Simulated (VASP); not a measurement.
The system is AlGa7N8.

```
CELL_PARAMETERS angstrom
8.96735 0.00000 0.00000
0.00000 8.96735 0.00000
0.00000 0.00000 8.96735
ATOMIC_POSITIONS crystal
Ga 0.00105 0.99919 0.00202
Ga 0.99941 0.00073 0.50155
Ga 0.00017 0.49993 0.00148
Ga 0.99955 0.50465 0.50114
Ga 0.49850 0.99797 0.00262
Ga 0.49873 0.99949 0.50240
Ga 0.50331 0.50064 0.50408
Ga 0.25054 0.25051 0.99897
Ga 0.24790 0.24847 0.49490
Ga 0.25005 0.75065 0.99977
Ga 0.25100 0.75179 0.50129
Ga 0.75287 0.25612 0.50234
Ga 0.75034 0.75040 0.99820
Ga 0.74874 0.75011 0.50109
Ga 0.25111 0.00323 0.24943
Ga 0.24783 0.00034 0.75041
Ga 0.24774 0.50114 0.25214
Ga 0.24675 0.50230 0.74753
Ga 0.75352 0.00167 0.24879
Ga 0.75100 0.99882 0.75121
Ga 0.75048 0.50570 0.25017
Ga 0.00003 0.25044 0.24785
Ga 0.99942 0.24907 0.75154
Ga 0.99910 0.74899 0.24856
Ga 0.99920 0.74874 0.74816
Ga 0.49918 0.24658 0.25093
Ga 0.50018 0.75109 0.25140
Ga 0.49904 0.75009 0.74865
Al 0.50158 0.50044 0.99801
Al 0.75106 0.25132 0.99795
Al 0.75111 0.50117 0.74992
Al 0.49771 0.24872 0.74793
N 0.12466 0.12405 0.12559
N 0.12852 0.12665 0.62507
N 0.12271 0.62350 0.12491
N 0.12351 0.62323 0.62086
N 0.62370 0.12645 0.12140
N 0.62886 0.12673 0.62345
N 0.62352 0.62458 0.12603
N 0.62487 0.62444 0.62787
N 0.37600 0.37583 0.12923
N 0.37219 0.37460 0.62505
N 0.37857 0.87446 0.12633
N 0.38021 0.87305 0.62484
N 0.87141 0.37300 0.12324
N 0.87648 0.37194 0.62849
N 0.87803 0.87631 0.12379
N 0.87382 0.87297 0.62526
N 0.37449 0.12490 0.37528
N 0.37274 0.12438 0.87226
N 0.36938 0.62563 0.37314
N 0.37373 0.62559 0.87524
N 0.87356 0.12706 0.37417
N 0.87785 0.12458 0.87509
N 0.87966 0.62495 0.37538
N 0.87534 0.62411 0.87517
N 0.12244 0.37309 0.37713
N 0.12442 0.37844 0.87375
N 0.12658 0.87386 0.37492
N 0.12784 0.87523 0.87362
N 0.62378 0.37359 0.37610
N 0.62581 0.37318 0.87664
N 0.62406 0.87291 0.37514
N 0.62561 0.87302 0.87496
```

* Program: VASP 6.6.1
* Task: relaxation of volume and atoms at fixed shape
* Functional: PBEsol
* Potentials or basis: VASP PAW PBE potentials, release 64 (Ga_d, Al, N)
* Cutoff: 700 eV
* k mesh: 1 × 1 × 1, shifted
* Occupations: fermi-dirac, width 0.05 eV
* Spin: no spin polarisation

At the start: pressure -0.1 GPa; volume 11.27 Å³/atom.

Question: How do energy, volume and symmetry change on relaxing?

Answer: Over 12 steps the energy falls by 12.4 meV/atom and the volume is 11.24 Å³/atom (-0.2 %); space group P1 (No. 1, to 0.1 Å) before, P-43m (No. 215, to 0.1 Å).

The path:
| step | energy change (eV) | largest force (eV/Å) | pressure (GPa) | volume (Å³) |
| --- | --- | --- | --- | --- |
| 1 | 0.0000 | 1.5465 | -0.08 | 721.09 |
| 2 | -0.6464 | 0.6756 | -0.23 | 720.53 |
| 3 | -0.6652 | 0.4567 | -0.24 | 720.61 |
| 4 | -0.7584 | 0.2354 | 0.19 | 718.87 |
| 5 | -0.7586 | 0.2411 | 0.22 | 718.79 |
| 6 | -0.7880 | 0.0977 | -0.08 | 719.80 |
| 7 | -0.7880 | 0.1000 | -0.09 | 719.83 |
| 8 | -0.7935 | 0.0456 | 0.04 | 719.34 |
| 9 | -0.7936 | 0.0511 | 0.07 | 719.23 |
| 10 | -0.7955 | 0.0312 | -0.03 | 719.60 |
| 11 | -0.7956 | 0.0355 | -0.06 | 719.68 |
| 12 | -0.7962 | 0.0212 | 0.03 | 719.35 |

Final structure:
```yaml
crystal:
  lattice:
    - [8.96013, 0.00000, 0.00000]
    - [0.00000, 8.96013, 0.00000]
    - [0.00000, 0.00000, 8.96013]
  atoms:
    - { symbol: Ga, position: [0.99950, 0.00097, 0.99961] }
    - { symbol: Ga, position: [0.99959, 0.00056, 0.50019] }
    - { symbol: Ga, position: [0.99827, 0.49935, 0.99930] }
    - { symbol: Ga, position: [0.99916, 0.49978, 0.50086] }
    - { symbol: Ga, position: [0.50066, 0.00151, 0.99933] }
    - { symbol: Ga, position: [0.50083, 0.00112, 0.50094] }
    - { symbol: Ga, position: [0.50064, 0.49946, 0.50161] }
    - { symbol: Ga, position: [0.25182, 0.25099, 0.99940] }
    - { symbol: Ga, position: [0.25076, 0.25046, 0.50072] }
    - { symbol: Ga, position: [0.25089, 0.74898, 0.99972] }
    - { symbol: Ga, position: [0.25045, 0.75018, 0.50037] }
    - { symbol: Ga, position: [0.74957, 0.25114, 0.50180] }
    - { symbol: Ga, position: [0.74929, 0.74862, 0.99940] }
    - { symbol: Ga, position: [0.74957, 0.74910, 0.50099] }
    - { symbol: Ga, position: [0.25051, 0.00062, 0.24973] }
    - { symbol: Ga, position: [0.25110, 0.00078, 0.75038] }
    - { symbol: Ga, position: [0.25083, 0.49963, 0.24933] }
    - { symbol: Ga, position: [0.25140, 0.49949, 0.75064] }
    - { symbol: Ga, position: [0.74960, 0.00096, 0.24908] }
    - { symbol: Ga, position: [0.74946, 0.00172, 0.75091] }
    - { symbol: Ga, position: [0.74917, 0.49938, 0.24832] }
    - { symbol: Ga, position: [0.99884, 0.25058, 0.24873] }
    - { symbol: Ga, position: [0.99889, 0.25089, 0.75096] }
    - { symbol: Ga, position: [0.99980, 0.74993, 0.24993] }
    - { symbol: Ga, position: [0.99905, 0.74917, 0.75047] }
    - { symbol: Ga, position: [0.50115, 0.25097, 0.24874] }
    - { symbol: Ga, position: [0.50036, 0.74919, 0.24912] }
    - { symbol: Ga, position: [0.50104, 0.74847, 0.75098] }
    - { symbol: Al, position: [0.50140, 0.49827, 0.99834] }
    - { symbol: Al, position: [0.74811, 0.25133, 0.99812] }
    - { symbol: Al, position: [0.74830, 0.49826, 0.75163] }
    - { symbol: Al, position: [0.50126, 0.25154, 0.75132] }
    - { symbol: N, position: [0.12578, 0.12592, 0.12429] }
    - { symbol: N, position: [0.12445, 0.12561, 0.62567] }
    - { symbol: N, position: [0.12424, 0.62425, 0.12445] }
    - { symbol: N, position: [0.12562, 0.62461, 0.62552] }
    - { symbol: N, position: [0.62798, 0.12846, 0.12161] }
    - { symbol: N, position: [0.62233, 0.12879, 0.62864] }
    - { symbol: N, position: [0.62172, 0.62160, 0.12138] }
    - { symbol: N, position: [0.62810, 0.62159, 0.62863] }
    - { symbol: N, position: [0.37869, 0.37819, 0.12194] }
    - { symbol: N, position: [0.37828, 0.37210, 0.62838] }
    - { symbol: N, position: [0.37560, 0.87562, 0.12432] }
    - { symbol: N, position: [0.37610, 0.87449, 0.62570] }
    - { symbol: N, position: [0.87108, 0.37189, 0.12116] }
    - { symbol: N, position: [0.87196, 0.37826, 0.62879] }
    - { symbol: N, position: [0.87446, 0.87452, 0.12428] }
    - { symbol: N, position: [0.87427, 0.87575, 0.62567] }
    - { symbol: N, position: [0.37592, 0.12582, 0.37446] }
    - { symbol: N, position: [0.37855, 0.12850, 0.87206] }
    - { symbol: N, position: [0.37561, 0.62448, 0.37573] }
    - { symbol: N, position: [0.37849, 0.62160, 0.87804] }
    - { symbol: N, position: [0.87417, 0.12593, 0.37552] }
    - { symbol: N, position: [0.87190, 0.12858, 0.87813] }
    - { symbol: N, position: [0.87423, 0.62437, 0.37432] }
    - { symbol: N, position: [0.87134, 0.62157, 0.87193] }
    - { symbol: N, position: [0.12474, 0.37495, 0.37484] }
    - { symbol: N, position: [0.12518, 0.37525, 0.87518] }
    - { symbol: N, position: [0.12511, 0.87537, 0.37501] }
    - { symbol: N, position: [0.12513, 0.87488, 0.87493] }
    - { symbol: N, position: [0.62519, 0.37529, 0.37526] }
    - { symbol: N, position: [0.62494, 0.37502, 0.87499] }
    - { symbol: N, position: [0.62501, 0.87500, 0.37493] }
    - { symbol: N, position: [0.62511, 0.87518, 0.87511] }
```

Caveat: the PAW data sets were made with another functional, which shifts forces and pressure a little.
